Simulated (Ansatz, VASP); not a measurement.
# One calculation of GaP, two programs

```xyz
2
Lattice="0.0000 2.7814 2.6162 2.7814 0.0000 2.6162 2.7814 2.7814 0.0000" Properties=species:S:1:pos:R:3 pbc="T T T"
Ga    0.0000    0.0000    0.0000
P     4.1722    4.1722    3.9244
```

Change from the starting cell: z stretched by -4 % at fixed volume.

Alike in both runs: task single point; functional PBE; k mesh 10 × 10 × 10; occupations fermi-dirac, width 0.05 eV; no spin polarisation.

|  | VASP | Ansatz |
| --- | --- | --- |
| version | VASP 6.6.1 | Ansatz 0.2.0 |
| potentials or method | VASP PAW PBE potentials, release 64 (Ga_d, P), cutoff 520 eV | all-electron LAPW, scalar-relativistic |

```csv
,VASP,Ansatz,Ansatz less VASP
pressure (GPa),2.3,2.4,+0.06
"traceless stress, the component that is largest in VASP (GPa)",2.66,2.66,-0.003
```

Ansatz ran all-electron here, and VASP with PAW potentials.
